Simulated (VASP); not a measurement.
Te2Mo, 3 atoms in the cell. The cell holds a slab with vacuum, 3 atoms: a = 3.519 Å, b = 3.519 Å, c = 17.361 Å, α = 90.00°, β = 90.00°, γ = 120.00°. 

- Program: VASP 6.6.1
- Task: single point
- Functional: LDA
- Potentials or basis: VASP PAW LDA potentials, release 64 (Te, Mo_sv)
- Cutoff: 520 eV
- k mesh: 12 × 12 × 2
- Occupations: gaussian, width 0.02 eV
- Spin: no spin polarisation
- Dipole correction: no
- Further INCAR settings: ALGO = Normal; EDIFF = 1e-06; NBANDS = 20

Potentials or basis: VASP PAW LDA potentials, release 64 (Te, Mo_sv).

The run is started by

```console
$ cat potpaw_LDA.64/Te/POTCAR potpaw_LDA.64/Mo_sv/POTCAR > POTCAR
$ mpirun -np 1 vasp_std > vasp.out
```

Hardware: 1 thread of Intel(R) Xeon(R) Platinum 8259CL CPU @ 2.50GHz (Skylake/Cascade Lake) (shared host).

Task: How long does it take, and how much memory?

Result: Run time: 3 min on 1 thread of Intel(R) Xeon(R) Platinum 8259CL CPU @ 2.50GHz (Skylake/Cascade Lake), with other jobs on the host, peak memory 0.34 GiB. Counts: scf iterations 21, k points 38.
